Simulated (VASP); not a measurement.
# PbS (Fm-3m) in VASP: single point with r2SCAN

Aim: the single point of PbS with r2SCAN.

Program: VASP 6.6.1. These are calculated values, not measurements. Logs are shortened: lines on timing, memory, paths and dates and some standing lists are left out, and cuts for length are marked.

## 1. The cell of the first run

Symmetry: Fm-3m, No. 225, cubic system. The conventional cell has a = 5.945 Å, b = 5.945 Å, c = 5.945 Å, α = 90.00°, β = 90.00°, γ = 90.00°. Pb (site symmetry m-3m) has 6 S at 2.97 Å within 3.9 Å. Within 3.9 Å of S (site symmetry m-3m) lie 6 Pb at 2.97 Å.

## 2. Single point, r2SCAN

POSCAR

```
PbS
1.0
    0.0000000000      2.9722759300      2.9722759300
    2.9722759300      0.0000000000      2.9722759300
    2.9722759300      2.9722759300      0.0000000000
Pb S
1 1
Direct
    0.0000000000      0.0000000000      0.0000000000
    0.5000000000      0.5000000000      0.5000000000
```

INCAR.step1

```
  ALGO = Normal
  EDIFF = 1E-4
  ENCUT = 520
  GGA = PE
  ISMEAR = -1
  LASPH = True
  LCHARG = False
  LREAL = False
  LWAVE = True
  NBANDS = 17
  NELM = 60
  PREC = Accurate
  SIGMA = 0.1
```

INCAR.step2

```
  ALGO = Normal
  EDIFF = 1E-6
  ENCUT = 520
  ISIF = 2
  ISMEAR = -1
  ISTART = 1
  LASPH = True
  LCHARG = False
  LMIXTAU = True
  LREAL = False
  LWAVE = False
  METAGGA = R2SCAN
  NBANDS = 17
  NELM = 60
  PREC = Accurate
  SIGMA = 0.1
```

KPOINTS

```
k-points
0
Gamma
  7 7 7
```

Potentials or basis: VASP PAW PBE potentials, release 64 (Pb_d, S).

The run is started by

```bash
> cat potpaw_PBE.64/Pb_d/POTCAR potpaw_PBE.64/S/POTCAR > POTCAR
> cp INCAR.step1 INCAR
> mpirun -np 1 vasp_std > vasp.out
> cp INCAR.step2 INCAR
> mpirun -np 1 vasp_std > vasp.out
```

OUTCAR:

```text
EDIFF = 1E-6
   ENCUT = 520
   ISIF = 2
   ISMEAR = -1
   ISTART = 1
   LASPH = True
   LREAL = False
   METAGGA = R2SCAN
   NELM = 60
   PREC = Accurate

 ion  position               nearest neighbor table
   1  0.000  0.000  0.000-   2 2.97   2 2.97   2 2.97   2 2.97   2 2.97   2 2.97
   2  0.500  0.500  0.500-   1 2.97   1 2.97   1 2.97   1 2.97   1 2.97   1 2.97

  LATTYP: Found a face centered cubic cell.
 ALAT       =     5.9445518600

  Lattice vectors:

 A1 = (   0.0000000000,   2.9722759300,   2.9722759300)
 A2 = (   2.9722759300,   0.0000000000,   2.9722759300)
 A3 = (   2.9722759300,   2.9722759300,   0.0000000000)

Analysis of symmetry for initial positions (statically):
=====================================================================
 Subroutine PRICEL returns:
 Original cell was already a primitive cell.

 Routine SETGRP: Setting up the symmetry group for a
 face centered cubic supercell.

 Subroutine GETGRP returns: Found 48 space group operations
 (whereof 48 operations were pure point group operations)
 out of a pool of 48 trial point group operations.

The static configuration has the point symmetry O_h .

Analysis of symmetry for dynamics (positions and initial velocities):
=====================================================================
 Subroutine PRICEL returns:
 Original cell was already a primitive cell.

 Routine SETGRP: Setting up the symmetry group for a
 face centered cubic supercell.

 Subroutine GETGRP returns: Found 48 space group operations
 (whereof 48 operations were pure point group operations)
 out of a pool of 48 trial point group operations.

The dynamic configuration has the point symmetry O_h .

 Subroutine INISYM returns: Found 48 space group operations
 (whereof 48 operations are pure point group operations),
 and found     1 'primitive' translations

----------------------------------------------------------------------------------------

                                     Primitive cell

  volume of cell :      52.5167

  direct lattice vectors                    reciprocal lattice vectors
[... 74 lines left out ...]
   ISTART =      1    job   : 0-new  1-cont  2-samecut
   ICHARG =      0    charge: 1-file 2-atom 10-const
   ISPIN  =      1    spin polarized calculation?
   LNONCOLLINEAR =      F non collinear calculations
   LSORBIT =      F    spin-orbit coupling
   LASPH  =      T    aspherical Exc in radial PAW
   ENCUT  =  520.0 eV  38.22 Ry    6.18 a.u.   7.82  7.82  7.82*2*pi/ulx,y,z
   NELM   =     60;   NELMIN=  2; NELMDL=  0     # of ELM steps
   EDIFF  = 0.1E-05   stopping-criterion for ELM
   LREAL  =      F    real-space projection
   EDIFFG = 0.1E-04   stopping-criterion for IOM
   NSW    =      0    number of steps for IOM
   IBRION =     -1    ionic relax: 0-MD 1-quasi-New 2-CG
   NFREE  =      0    steps in history (QN), initial steepest desc. (CG)
   ISIF   =      2    stress and relaxation
   ISYM   =      2    0-nonsym 1-usesym 2-fastsym
   POTIM  = 0.5000    time-step for ionic-motion
   TEBEG  =    0.0;   TEEND  =   0.0 temperature during run
   PSTRESS=    0.0 pullay stress
   NELECT =      20.0000    total number of electrons
   NUPDOWN=      -1.0000    fix difference up-down
   EMIN   =  10.00;   EMAX   =-10.00  energy-range for DOS
   EFERMI =   0.00;   METHOD = LEGACY
   ISMEAR =    -1;   SIGMA  =   0.10  broadening in eV -4-tet -1-fermi 0-gaus
   EFERMI_NEDOS =   21; number of points for ismear=-14 and -15
   IALGO  =     38    algorithm
   IMIX   =      4    mixing-type and parameters
     AMIX     =   0.40;   BMIX     =  1.00
     AMIX_MAG =   1.60;   BMIX_MAG =  1.00
  volume/ion in A,a.u.               =      26.26       177.20
  Fermi-wavevector in a.u.,A,eV,Ry     =   1.186640  2.242425 19.158566  1.408115
  Thomas-Fermi vector in A             =   2.322809
   LORBIT       =      0    0 simple, 1 ext, 2 COOP (PROOUT), +10 PAW based schemes
   METAGGA = R2SCAN    functional components
   LHFCALC =     F    Hartree Fock is set to
   AEXX    =    0.0000 exact exchange contribution
   IVDW    =     0    specifies the selected vdW correction
   LEPSILON=     F    determine dielectric tensor
   LRPA    =     F    only Hartree local field effects (RPA)
 non-spin polarized calculation
  energy-cutoff  :      520.00
  volume of cell :       52.52
 maximum number of plane-waves:      1425
   NGX = 15   NGY = 15   NGZ = 15

 number of electron      19.9999999 magnetization

 Free energy of the ion-electron system (eV)
  ---------------------------------------------------
  ext. energy  EPLUGINS =         0.00000000
  ---------------------------------------------------
  free energy    TOTEN  =       -65.61075183 eV

  energy without entropy =      -65.61052595  energy(sigma->0) =      -65.61063889

 E-fermi :   5.9751     XC(G=0): -10.2225

 val. band max:        5.3955526934   @ k =   0.4286   0.0000   0.0000
 cond. band min:       6.5446652537   @ k =   0.4286   0.0000   0.0000
 fundamental gap:      1.1491125603
 Fermi energy:         5.9751360481

 k-point     1 :       0.0000    0.0000    0.0000
  band No.  band energies     occupation
      1     -11.8275      2.00000
      2     -11.8275      2.00000
      3     -11.8275      2.00000
      4     -11.8114      2.00000
      5     -11.8114      2.00000
      6      -8.5405      2.00000
[... 377 lines left out ...]
      4     -11.8019      2.00000
      5     -11.7716      2.00000
      6      -6.8591      2.00000
[... 9 lines left out ...]
     16      17.8682      0.00000
     17      18.5821      0.00000

------------------------ aborting loop because EDIFF is reached ----------------------------------------

  FORCE on cell =-STRESS in cart. coord.  units (eV):
  Direction    XX          YY          ZZ          XY          YZ          ZX
  --------------------------------------------------------------------------------------
  -------------------------------------------------------------------------------------
  Total        0.2789364      0.2789364      0.2789364     -0.0000000      0.0000000     -0.0000000
  in kB        8.5097827      8.5097827      8.5097827     -0.0000000      0.0000000     -0.0000000
  external PRESSURE =       8.5097827 kB  Pullay stress =       0.0000000 kB

 VOLUME and BASIS-vectors are now :
 -----------------------------------------------------------------------------
  energy-cutoff  :      520.00
  volume of cell :       52.52
      direct lattice vectors                 reciprocal lattice vectors
     0.000000000  2.972275930  2.972275930    -0.168221259  0.168221259  0.168221259
     2.972275930  0.000000000  2.972275930     0.168221259 -0.168221259  0.168221259
     2.972275930  2.972275930  0.000000000     0.168221259  0.168221259 -0.168221259

 POSITION                                       TOTAL-FORCE (eV/Angst)
 -----------------------------------------------------------------------------------
      0.00000      0.00000      0.00000        -0.000000      0.000000      0.000000
      2.97228      2.97228      2.97228         0.000000     -0.000000     -0.000000
 -----------------------------------------------------------------------------------
    total drift:                                0.000000     -0.000000     -0.000000

  FREE ENERGIE OF THE ION-ELECTRON SYSTEM (eV)
  ---------------------------------------------------
  free  energy   TOTEN  =       -65.6107518336 eV

  energy  without entropy=      -65.6105259482  energy(sigma->0) =      -65.61063889
```

OUTCAR.step1:

```text
EDIFF = 1E-4
   ENCUT = 520
   GGA = PE
   ISMEAR = -1
   LASPH = True
[... 613 lines left out ...]
      0.00000      0.00000      0.00000        -0.000000     -0.000000     -0.000000
      2.97228      2.97228      2.97228         0.000000      0.000000      0.000000
 -----------------------------------------------------------------------------------
    total drift:                                0.000000     -0.000000     -0.000000

  FREE ENERGIE OF THE ION-ELECTRON SYSTEM (eV)
  ---------------------------------------------------
  free  energy   TOTEN  =        -8.7621432545 eV

  energy  without entropy=       -8.7616052417  energy(sigma->0) =       -8.76187425
```

Wall time 2.8 min (1 thread of Intel Xeon 6975P-C, shared host); peak memory 0.16 GiB.

What came out:

- Free energy: -65.6108 eV
- Pressure: 0.9 GPa

Caveat: this odd mesh misses L, where the gap lies, so gap, dielectric constants and Born charges aren't listed; the PAW data sets were made with another functional, which shifts forces and pressure a little; spin-orbit coupling is left out, which moves the levels of the heavy elements.
